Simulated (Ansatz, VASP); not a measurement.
**One calculation of Al2Au, two programs**

```xyz
3
Lattice="0.0000 2.9086 2.9086 2.9086 0.0000 2.9086 2.9086 2.9086 0.0000" Properties=species:S:1:pos:R:3 pbc="T T T"
Al    1.4543    1.4543    1.4543
Al    4.3629    4.3629    4.3629
Au    0.0000    0.0000    0.0000
```

Alike in both runs: task single point; functional PBEsol; k mesh 12 × 12 × 12; occupations gaussian, width 0.1 eV; no spin polarisation.

```csv
,VASP,Ansatz
version,VASP 6.6.1,Ansatz 0.2.0
potentials or method,"VASP PAW PBE potentials, release 64 (Al, Au), cutoff 520 eV","scalar-relativistic, plane waves, PAW"
valence electrons in the cell,17,25
```

Ansatz gave:

```
gap on the k mesh at the Fermi level (eV) : none
pressure (GPa)                            : 13.5
```

**Question.** Which values does VASP return?

**Answer.** gap on the k mesh at the Fermi level (eV): none; pressure (GPa): 13.3.

VASP's potentials were made for PBE, not for PBEsol. A gap of «none» marks a metal or a gap that the smearing closes. The functional is the same, so the differences come from potentials, cutoffs and numerics. VASP's potentials hold 17 valence electrons a cell and Ansatz's 25, so a difference there can come from the potentials and not from the codes.

Neither program's run includes spin-orbit coupling.
